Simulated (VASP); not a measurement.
Runs of VASP 6.6.1 on Re. The structure is that of space group Im-3m (No. 229), or close to it. The cells are those of the table. This isn't the form of Re at room conditions, which is hcp.

| cell | gap on the mesh (eV) | pressure (GPa) |
| --- | --- | --- |
| a = 2.600 Å, angles 109.5°, 1 atom | none | 30.3 |
| a = 2.658 Å, angles 109.5°, 1 atom | none | (a) |
| a = 2.627 Å, angles 109.5°, 1 atom | none | 15.2 |
| a = 2.577 Å, angles 109.5°, 1 atom | none | 45.4 |

Alike in all rows: task single point; level LDA; potentials or basis VASP PAW LDA potentials, release 64 (Re_sv_GW); no spin polarisation; k mesh 10 × 10 × 10; cutoff (eV) 560; smearing gaussian 0.05 eV.

Q: Fill in the values left out.

A: (a) 0.1.

Caveats: spin-orbit coupling is left out, which moves the levels of the heavy elements; the cell stands under pressure (at least some runs).

A k mesh can miss the band edges, and the runs leave out spin-orbit coupling on Re.

A gap of «none» marks levels without a gap at the run's occupations.
